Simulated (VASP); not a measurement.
Set up this calculation in VASP 6.6.1, as the native input.

```
Task                   : single point
Functional             : PBE
Dispersion             : D3(BJ)
Potentials or basis    : VASP PAW PBE potentials, release 64 (Hf_pv, H)
Cutoff                 : 520 eV
k mesh                 : 6 × 6 × 1
Occupations            : gaussian, width 0.1 eV
Spin                   : no spin polarisation
Dipole correction      : yes
Further INCAR settings : ALGO = Normal; EDIFF = 1e-06; NBANDS = 34
```

The structure of Hf5H lies in POSCAR:

```
Hf5H
1.0
    4.9564149667      0.0000000000      0.0000000000
   -2.4782074834      4.2923812729      0.0000000000
    0.0000000000      0.0000000000     21.1328376004
Hf H
5 1
Direct
    0.6666666667      0.3333333333      0.1892788879
    0.3333333333      0.6666666667      0.2371533849
    0.0000000000      0.0000000000      0.2763383880
    0.6666666667      0.3333333333      0.3164267596
    0.3333333333      0.6666666667      0.3706476976
    0.6666666667      1.3333333333      0.4889470026
```

These files were run (other wordings do the same):

INCAR

```
  ALGO = Normal
  DIPOL = 0.5 0.5 0.313
  EDIFF = 1E-6
  ENCUT = 520
  GGA = PE
  IDIPOL = 3
  ISIF = 2
  ISMEAR = 0
  IVDW = 12
  LASPH = True
  LCHARG = True
  LDIPOL = True
  LELF = True
  LREAL = False
  LVACPOTAV = True
  LVHAR = True
  LWAVE = False
  NBANDS = 34
  NELM = 60
  PREC = Accurate
  SIGMA = 0.1
```

KPOINTS

```
k-points
0
Gamma
  6 6 1
```

Potentials or basis: VASP PAW PBE potentials, release 64 (Hf_pv, H).

The run is started by

```bash
$ cat potpaw_PBE.64/Hf_pv/POTCAR potpaw_PBE.64/H/POTCAR > POTCAR
$ mpirun -np 1 vasp_std > vasp.out
```

It gave:

```
Largest force              : 1.292 eV/Å
Dispersion energy per atom : -0.204 eV
```

Wall time 5 min on 1 thread of Intel(R) Xeon(R) Platinum 8259CL CPU @ 2.50GHz (Skylake/Cascade Lake) (shared host), peak memory 0.6 GiB.
